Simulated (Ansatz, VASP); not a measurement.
**C in VASP and in Ansatz**

```
C
1.0
     0.00000    1.80353    1.80353
     1.80353    0.00000    1.80353
     1.80353    1.80353    0.00000
C
2
Direct
  0.00000 0.00000 0.00000
  0.25000 0.25000 0.25000
```

Alike in both runs: task single point; functional r2SCAN; k mesh 12 × 12 × 12; occupations gaussian, width 0.05 eV; no spin polarisation.

|  | VASP | Ansatz |
| --- | --- | --- |
| version | VASP 6.6.1 | Ansatz 0.2.0 |
| potentials or method | VASP PAW PBE potentials, release 64 (C_h), cutoff 910 eV | scalar-relativistic, plane waves, PAW |
| valence electrons in the cell | 8 | 8 |

```tsv
	VASP	Ansatz	Ansatz less VASP
gap on the k mesh at the Fermi level (eV)	4.29	4.29	-0.002
least direct gap on the mesh (eV)	5.78	5.78	+0.001
```

VASP's potentials were made for PBE, not for r2SCAN.

Noted on VASP's run: the cutoff is under 1.25 times that of the potentials, so the pressure is a little rough.
